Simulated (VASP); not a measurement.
The system is CdSe (Cadmoselite).

```
CELL_PARAMETERS angstrom
4.21222 0.00000 0.00000
-2.10611 3.64789 0.00000
0.00000 0.00000 6.87669
ATOMIC_POSITIONS crystal
Cd 0.66667 0.33333 0.50000
Cd 0.33333 0.66667 0.00000
Se 0.66667 0.33333 0.88500
Se 0.33333 0.66667 0.38500
```

Base run:

```yaml
Program: VASP 6.6.1
Functional: PBE exchange alone
Potentials_or_basis: VASP PAW PBE potentials, release 64 (Cd, Se)
Cutoff: 520 eV
k_mesh: 7 × 7 × 4
Occupations: fermi-dirac, width 0.05 eV
Spin: no spin polarisation
```

Its results: band gap on the k mesh 0.81 eV, direct; pressure 16.5 GPa; largest force 0.414 eV/Å.

Q: The run is repeated on the same cell with these changes: functional from PBE exchange alone to r2SCAN. What comes out?

A: Band gap on the k mesh 1.33 eV, direct; pressure 6.1 GPa; largest force 0.358 eV/Å.

Caveats: the PAW data sets were made with another functional, which shifts forces and pressure a little (some runs).

